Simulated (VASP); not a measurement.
A run of VASP 6.6.1 is set up as follows.

The input INCAR:

```
SYSTEM = Ti4C
PREC = Accurate
ENCUT = 600
EDIFF = 1E-6
ISMEAR = 0
SIGMA = 0.1
LREAL = .FALSE.
LASPH = .TRUE.
NELM = 100
ALGO = Normal
ISIF = 3
LWAVE = .FALSE.
LCHARG = .FALSE.
GGA = PE
IBRION = 2
NSW = 90
EDIFFG = -0.04
```

Contents of KPOINTS:

```
regular mesh
0
G
  6 6 6
  0 0 0
```

Contents of POSCAR:

```
Ti4C
1.0
    2.3273587200      1.3437011800      3.6029520300
   -2.3273587200      1.3437011800      3.6029520300
    0.0000000000     -2.6874023700      3.6029520300
Ti C
4 1
Direct
    0.0000000000      0.0000000000      0.5000000000
    0.5000000000      0.0000000000      0.0000000000
    0.0000000000      0.5000000000      0.0000000000
    0.5000000000      0.5000000000      0.5000000000
    0.0000000000      0.0000000000      0.0000000000
```

Potentials or basis: VASP PAW PBE potentials, release 64 (Ti_sv, C).

The run is started by

```sh
$ cat potpaw_PBE.64/Ti_sv/POTCAR potpaw_PBE.64/C/POTCAR > POTCAR
$ mpirun -np 1 vasp_std > vasp.out
```

(1) Estimate the space group after relaxing (to 0.1 Å).

(2) What does it give for the relaxed cell?

(3) Estimate the relaxed volume.

(4) Estimate the band gap on the k mesh.

Results:

(1) Pm-3m (No. 221).

(2) a = 4.222 Å, b = 4.222 Å, c = 4.222 Å, α = 89.68°, β = 89.68°, γ = 89.68°.

(3) 15.05 Å³/atom.

(4) zero (bands 26 and 27 overlap by 0.81 eV).
